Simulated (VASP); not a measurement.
# Ta (Im-3m) in VASP: notebook

Ta is run at these levels: PBE; tasks: single point.

Everything below comes from runs of VASP 6.6.1. Logs are shortened: lines on timing, memory, paths and dates and some standing lists are left out, and cuts for length are marked.

## (1) The cell of the first run

It takes space group Im-3m (No. 229, cubic). Conventional cell: a = 3.230 Å, b = 3.230 Å, c = 3.230 Å, α = 90.00°, β = 90.00°, γ = 90.00°. Within 3.7 Å of Ta (site symmetry m-3m) lie 14 Ta at 2.80 to 3.23 Å.

## (2) Single point, PBE (volume scaled by 0.92)

INCAR reads:

```
PREC = Accurate
ENCUT = 520
EDIFF = 1E-6
ISMEAR = -1
SIGMA = 0.1
LREAL = False
LASPH = True
NELM = 80
ALGO = Normal
ISIF = 2
LWAVE = False
LCHARG = False
GGA = PE
NBANDS = 12
```

KPOINTS reads:

```
regular mesh
0
Gamma
  22 22 22
```

POSCAR reads:

```
Ta
1.0
   -1.6151959168      1.6151959168      1.6151959168
    1.6151959168     -1.6151959168      1.6151959168
    1.6151959168      1.6151959168     -1.6151959168
Ta
1
Direct
    0.0000000000      0.0000000000      0.0000000000
```

Potentials or basis: VASP PAW PBE potentials, release 64 (Ta_pv).

The run is started by

```console
$ cat potpaw_PBE.64/Ta_pv/POTCAR > POTCAR
$ mpirun -np 1 vasp_std > vasp.out
```

OUTCAR:

```text
PREC = Accurate
   ENCUT = 520
   EDIFF = 1E-6
   ISMEAR = -1
   LREAL = False
   LASPH = True
   NELM = 80
   ISIF = 2
   GGA = PE

 ion  position               nearest neighbor table
   1  0.000  0.000  0.000-

  LATTYP: Found a body centered cubic cell.
 ALAT       =     3.2303918336

  Lattice vectors:

 A1 = (  -1.6151959168,   1.6151959168,   1.6151959168)
 A2 = (   1.6151959168,  -1.6151959168,   1.6151959168)
 A3 = (   1.6151959168,   1.6151959168,  -1.6151959168)

Analysis of symmetry for initial positions (statically):
=====================================================================
 Subroutine PRICEL returns:
 Original cell was already a primitive cell.

 Routine SETGRP: Setting up the symmetry group for a
 body centered cubic supercell.

 Subroutine GETGRP returns: Found 48 space group operations
 (whereof 48 operations were pure point group operations)
 out of a pool of 48 trial point group operations.

The static configuration has the point symmetry O_h .

Analysis of symmetry for dynamics (positions and initial velocities):
=====================================================================
 Subroutine PRICEL returns:
 Original cell was already a primitive cell.

 Routine SETGRP: Setting up the symmetry group for a
 body centered cubic supercell.

 Subroutine GETGRP returns: Found 48 space group operations
 (whereof 48 operations were pure point group operations)
 out of a pool of 48 trial point group operations.

The dynamic configuration has the point symmetry O_h .

 Subroutine INISYM returns: Found 48 space group operations
 (whereof 48 operations are pure point group operations),
 and found     1 'primitive' translations

----------------------------------------------------------------------------------------

                                     Primitive cell

  volume of cell :      16.8553

  direct lattice vectors                    reciprocal lattice vectors
    -1.615195917  1.615195917  1.615195917     0.000000000  0.309559970  0.309559970
     1.615195917 -1.615195917  1.615195917     0.309559970  0.000000000  0.309559970
     1.615195917  1.615195917 -1.615195917     0.309559970  0.309559970  0.000000000

  length of vectors
     2.797601392  2.797601392  2.797601392     0.437783908  0.437783908  0.437783908
[... 77 lines left out ...]
   ENCUT  =  520.0 eV  38.22 Ry    6.18 a.u.   5.20  5.20  5.20*2*pi/ulx,y,z
   NELM   =     80;   NELMIN=  2; NELMDL= -5     # of ELM steps
   EDIFF  = 0.1E-05   stopping-criterion for ELM
   LREAL  =      F    real-space projection
   EDIFFG = 0.1E-04   stopping-criterion for IOM
   NSW    =      0    number of steps for IOM
   IBRION =     -1    ionic relax: 0-MD 1-quasi-New 2-CG
   NFREE  =      0    steps in history (QN), initial steepest desc. (CG)
   ISIF   =      2    stress and relaxation
   ISYM   =      2    0-nonsym 1-usesym 2-fastsym
   POTIM  = 0.5000    time-step for ionic-motion
   TEBEG  =    0.0;   TEEND  =   0.0 temperature during run
   PSTRESS=    0.0 pullay stress
   NELECT =      11.0000    total number of electrons
   NUPDOWN=      -1.0000    fix difference up-down
   EMIN   =  10.00;   EMAX   =-10.00  energy-range for DOS
   EFERMI =   0.00;   METHOD = LEGACY
   ISMEAR =    -1;   SIGMA  =   0.10  broadening in eV -4-tet -1-fermi 0-gaus
   EFERMI_NEDOS =   21; number of points for ismear=-14 and -15
   IALGO  =     38    algorithm
   IMIX   =      4    mixing-type and parameters
     AMIX     =   0.40;   BMIX     =  1.00
     AMIX_MAG =   1.60;   BMIX_MAG =  1.00
  volume/ion in A,a.u.               =      16.86       113.74
  Fermi-wavevector in a.u.,A,eV,Ry     =   1.420018  2.683445 27.435484  2.016451
  Thomas-Fermi vector in A             =   2.540978
   LORBIT       =      0    0 simple, 1 ext, 2 COOP (PROOUT), +10 PAW based schemes
   GGA     = PE    functional components
   LHFCALC =     F    Hartree Fock is set to
   AEXX    =    0.0000 exact exchange contribution
   IVDW    =     0    specifies the selected vdW correction
   LEPSILON=     F    determine dielectric tensor
   LRPA    =     F    only Hartree local field effects (RPA)
 non-spin polarized calculation
  energy-cutoff  :      520.00
  volume of cell :       16.86
 maximum number of plane-waves:       470
 NGX is ok and might be reduce to    24
   NGX = 11   NGY = 11   NGZ = 11

 number of electron      10.9999998 magnetization

 Free energy of the ion-electron system (eV)
  ---------------------------------------------------
  ext. energy  EPLUGINS =         0.00000000
  ---------------------------------------------------
  free energy    TOTEN  =       -11.75333688 eV

  energy without entropy =      -11.71254601  energy(sigma->0) =      -11.73294144

 E-fermi :   6.0481     XC(G=0): -12.9608

 val. band max:        6.0456160236   @ k =  -0.1364   0.2273   0.0455
 cond. band min:       6.0584099494   @ k =   0.1818   0.0455   0.0000
 fundamental gap:      0.0127939258
 Fermi energy:         6.0480798128

 k-point     1 :       0.0000    0.0000    0.0000
  band No.  band energies     occupation
      1     -26.7624      2.00000
      2     -26.7624      2.00000
      3     -26.7624      2.00000
      4      -2.1282      2.00000
      5       6.7694      0.00147
      6       6.7694      0.00147
      7       6.7694      0.00147
      8      10.2828      0.00000
      9      10.2828      0.00000
     10      20.9688      0.00000
     11      21.3625      0.00000
     12      21.3625      0.00000
[... 331 lines left out ...]
 k-point    24 :       0.1364    0.0909    0.0000
  band No.  band energies     occupation
      1     -27.2839      2.00000
      2     -26.8974      2.00000
      3     -26.8032      2.00000
      4      -0.4134      2.00000
      5       5.8658      1.72183
      6       6.0102      1.18698
      7       8.6878      0.00000
      8       9.2535      0.00000
      9      10.5784      0.00000
     10      20.9674      0.00000
     11      22.6386      0.00000
     12      23.6719      0.00000

 [... further k-points ...]
[... 5 lines left out ...]
  --------------------------------------------------------------------------------------
  -------------------------------------------------------------------------------------
  Total        1.9877900      1.9877900      1.9877900     -0.0000000      0.0000000     -0.0000000
  in kB      188.9493818    188.9493818    188.9493818     -0.0000000      0.0000000     -0.0000000
  external PRESSURE =     188.9493818 kB  Pullay stress =       0.0000000 kB

 VOLUME and BASIS-vectors are now :
 -----------------------------------------------------------------------------
  energy-cutoff  :      520.00
  volume of cell :       16.86
      direct lattice vectors                 reciprocal lattice vectors
    -1.615195917  1.615195917  1.615195917     0.000000000  0.309559970  0.309559970
     1.615195917 -1.615195917  1.615195917     0.309559970  0.000000000  0.309559970
     1.615195917  1.615195917 -1.615195917     0.309559970  0.309559970  0.000000000

 POSITION                                       TOTAL-FORCE (eV/Angst)
 -----------------------------------------------------------------------------------
      0.00000      0.00000      0.00000        -0.000000     -0.000000      0.000000
 -----------------------------------------------------------------------------------
    total drift:                                0.000000      0.000000     -0.000000

  FREE ENERGIE OF THE ION-ELECTRON SYSTEM (eV)
  ---------------------------------------------------
  free  energy   TOTEN  =       -11.7533368762 eV

  energy  without entropy=      -11.7125460101  energy(sigma->0) =      -11.73294144
```

OSZICAR:

```text
N       E                     dE             d eps       ncg     rms          rms(c)
DAV:   1     0.614130504267E+02    0.61413E+02   -0.61258E+03  7916   0.888E+02
DAV:   2    -0.111497092565E+02   -0.72563E+02   -0.70648E+02  8684   0.248E+02
DAV:   3    -0.121633029327E+02   -0.10136E+01   -0.10012E+01  9368   0.276E+01
DAV:   4    -0.121657132752E+02   -0.24103E-02   -0.24101E-02  8652   0.149E+00
DAV:   5    -0.121657199688E+02   -0.66936E-05   -0.66937E-05  9356   0.755E-02    0.152E+01
DAV:   6    -0.118544003733E+02    0.31132E+00   -0.24338E-01  9196   0.536E+00    0.766E+00
DAV:   7    -0.117543817963E+02    0.10002E+00   -0.22851E-01  9164   0.490E+00    0.407E-01
DAV:   8    -0.117533675723E+02    0.10142E-02   -0.60810E-03  8296   0.701E-01    0.118E-01
DAV:   9    -0.117533430717E+02    0.24501E-04   -0.91660E-05  9240   0.109E-01    0.277E-02
DAV:  10    -0.117533371207E+02    0.59510E-05   -0.28506E-06  8508   0.194E-02    0.299E-03
DAV:  11    -0.117533368762E+02    0.24455E-06   -0.65586E-08  4568   0.288E-03
   1 F= -.11753337E+02 E0= -.11732941E+02  d E =-.407909E-01
```

Wall time 26 s (1 thread of Intel Xeon 6975P-C, shared host); peak memory 0.19 GiB.

Results:

* Free energy: -11.7533 eV
* Pressure: 18.9 GPa

Caveat: the cell differs from its parent crystal (volume scaled by 0.92); spin-orbit coupling is left out, which moves the levels of the heavy elements.

## (3) Single point, PBE (volume scaled by 0.96)

INCAR reads:

```
SYSTEM = Ta
PREC = Accurate ; ENCUT = 520
EDIFF = 1E-6 ; ISMEAR = -1
SIGMA = 0.1 ; LREAL = .FALSE.
LASPH = .TRUE. ; NELM = 60
ALGO = Normal ; ISIF = 2
LWAVE = .FALSE. ; LCHARG = .FALSE.
GGA = PE ; NBANDS = 12
```

KPOINTS reads:

```
regular mesh
0
G
  22 22 22
  0 0 0
```

POSCAR reads:

```
Ta
1.0
   -1.6382732621      1.6382732621      1.6382732621
    1.6382732621     -1.6382732621      1.6382732621
    1.6382732621      1.6382732621     -1.6382732621
Ta
1
Direct
    0.0000000000      0.0000000000      0.0000000000
```

Potentials or basis: VASP PAW PBE potentials, release 64 (Ta_pv).

The run is started by

```console
$ cat potpaw_PBE.64/Ta_pv/POTCAR > POTCAR
$ mpirun -np 1 vasp_std > vasp.out
```

It took 27 s on 1 thread of Intel Xeon 6975P-C, shared host; peak memory 0.19 GiB.

The run converged. Its results:

- Free energy: -11.8156 eV
- Pressure: 8.5 GPa

Levels at points of the mesh, in eV from the Fermi level:
```
           k point  band 3  band 4  band 5  band 6  band 7  band 8  band 9  band 10
(0.00, 0.00, 0.00)  -32.98   -8.02    0.73    0.73    0.73    4.08    4.08    14.77
(0.50, 0.00, 0.00)  -32.99   -4.49   -1.62    1.69    3.98    5.04    8.03    12.04
(0.50, 0.50, 0.50)  -33.87   -3.96   -3.96    7.02    7.02    7.02    8.87     8.87
```

Caveat: the cell differs from its parent crystal (volume scaled by 0.96); spin-orbit coupling is left out, which moves the levels of the heavy elements.

## (4) Single point, PBE

This run uses another cell than the first one, of 18.32 Å³/atom, 1.087 times its volume.

INCAR reads:

```
SYSTEM = Ta
PREC     = Accurate       ! precision mode
ENCUT    = 520            ! plane-wave cutoff, eV
EDIFF    = 1E-7           ! SCF threshold, eV
ISMEAR   = -1             ! smearing method
SIGMA    = 0.1            ! smearing width, eV
LREAL    = .FALSE.        ! projectors in reciprocal space
LASPH    = .TRUE.         ! aspherical terms in the spheres
NELM     = 80             ! most SCF steps
ALGO     = Normal         ! electronic algorithm
ISIF     = 2              ! what is computed and relaxed
LWAVE    = .FALSE.        ! write WAVECAR
LCHARG   = .TRUE.         ! write CHGCAR
GGA      = PE             ! functional
LELF     = .TRUE.         ! ELF
LVHAR    = .TRUE.       
NBANDS   = 12             ! bands
```

KPOINTS reads:

```
Automatic mesh
0
G
  22 22 22
  0 0 0
```

POSCAR reads:

```
Ta
1.0
   -1.6607181506      1.6607181506      1.6607181506
    1.6607181506     -1.6607181506      1.6607181506
    1.6607181506      1.6607181506     -1.6607181506
Ta
1
Direct
    0.0000000000      0.0000000000      0.0000000000
```

The run is started by

```console
$ cat potpaw_PBE.64/Ta_pv/POTCAR > POTCAR
$ mpirun -np 1 vasp_std > vasp.out
```

It took 32 s on 1 thread of Intel Xeon 6975P-C, shared host; peak memory 0.2 GiB.

The run converged. Its results:

| Quantity | Value |
| --- | --- |
| Free energy | -11.8346 eV |
| Pressure | 0.0 GPa |

Levels at points of the mesh, in eV from the Fermi level:
| k point | band 4 | band 5 | band 6 | band 7 | band 8 | band 9 |
| --- | --- | --- | --- | --- | --- | --- |
| (0.00, 0.00, 0.00) | -7.86 | 0.72 | 0.72 | 0.72 | 3.94 | 3.94 |
| (0.50, 0.00, 0.00) | -4.31 | -1.50 | 1.50 | 3.81 | 4.81 | 7.62 |
| (0.50, 0.50, 0.50) | -3.71 | -3.71 | 6.69 | 6.69 | 6.69 | 8.49 |

Caveat: spin-orbit coupling is left out, which moves the levels of the heavy elements.

## (5) Single point, PBE

This run uses another cell than the first one, of 18.32 Å³/atom, 1.087 times its volume.

INCAR reads:

```
ALGO     = Normal         # electronic algorithm
EDIFF    = 1E-6           # SCF threshold, eV
ENCUT    = 520            # plane-wave cutoff, eV
GGA      = PE             # functional
ISIF     = 2              # what is computed and relaxed
ISMEAR   = -1             # smearing method
LASPH    = T              # aspherical terms in the spheres
LCHARG   = F              # write CHGCAR
LREAL    = F              # projectors in reciprocal space
LWAVE    = F              # write WAVECAR
NBANDS   = 12             # bands
NELM     = 100            # most SCF steps
PREC     = Accurate       # precision mode
SIGMA    = 0.1            # smearing width, eV
```

KPOINTS reads:

```
k-points
0
Gamma
  22 22 22
```

POSCAR is that of step 4.

The run is started by

```console
$ cat potpaw_PBE.64/Ta_pv/POTCAR > POTCAR
$ mpirun -np 1 vasp_std > vasp.out
```

Wall time 27 s (1 thread of Intel Xeon 6975P-C, shared host); peak memory 0.2 GiB.

Results (log left out):

```
Free energy : -11.8346 eV
Pressure    : -0.1 GPa
```

Levels at points of the mesh, in eV from the Fermi level:
```csv
k point,band 4,band 5,band 6,band 7,band 8,band 9
"(0.00, 0.00, 0.00)",-7.86,0.72,0.72,0.72,3.94,3.94
"(0.50, 0.00, 0.00)",-4.31,-1.50,1.50,3.81,4.81,7.62
"(0.50, 0.50, 0.50)",-3.71,-3.71,6.69,6.69,6.69,8.49
```

Caveat: spin-orbit coupling is left out, which moves the levels of the heavy elements.

## (6) Overview

| cell | gap on the mesh (eV) | pressure (GPa) |
| --- | --- | --- |
| a = 2.798 Å, angles 109.5°, 1 atom | none | 18.9 |
| a = 2.838 Å, angles 109.5°, 1 atom | none | 8.5 |
| a = 2.876 Å, angles 109.5°, 1 atom | none | -0.1 |

Alike in all rows: task single point; level PBE; potentials or basis VASP PAW PBE potentials, release 64 (Ta_pv); no spin polarisation; k mesh 22 × 22 × 22; cutoff (eV) 520; smearing fermi-dirac 0.1 eV.

Caveats: spin-orbit coupling is left out, which moves the levels of the heavy elements.

Total energies depend on the potentials used, so only differences within one code and one set of settings carry meaning.
